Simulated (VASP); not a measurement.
Input of a VASP 6.6.1 run:

The input INCAR:

```
SYSTEM = MgI2
PREC = Accurate ; ENCUT = 520
EDIFF = 1E-7 ; ISMEAR = 0
SIGMA = 0.05 ; LREAL = .FALSE.
LASPH = .TRUE. ; NELM = 60
ALGO = Normal ; ISIF = 2
LWAVE = .FALSE. ; LCHARG = .FALSE.
GGA = PE ; NBANDS = 15
```

Contents of KPOINTS:

```
Automatic mesh
0
G
  6 6 4
  0 0 0
```

The input POSCAR:

```
MgI2
1.0
    4.1387920735      0.0000000000      0.0000000000
   -2.0693960368      3.5842990767      0.0000000000
    0.0000000000      0.0000000000      7.6847014931
Mg I
1 2
Direct
    0.0000000000      0.0000000000      0.0000000000
    0.3333333333      0.6666666667      0.8012283115
    0.6666666667      0.3333333333      0.1987716885
```

Potentials or basis: VASP PAW PBE potentials, release 64 (Mg, I).

Command:

```sh
$ cat potpaw_PBE.64/Mg/POTCAR potpaw_PBE.64/I/POTCAR > POTCAR
$ mpirun -np 1 vasp_std > vasp.out
```

(1) Predict the largest force.

(2) Estimate the band gap on the k mesh.

(3) Estimate the pressure.

Answers

(1) 0.949 eV/Å.

(2) 3.82 eV, indirect (least direct gap 4.18 eV).

(3) 3.3 GPa.

Caveat: spin-orbit coupling is left out, which moves the levels of the heavy elements; this functional lacks dispersion, which binds the layers, so the pressure and a relaxed spacing across them are unreliable.
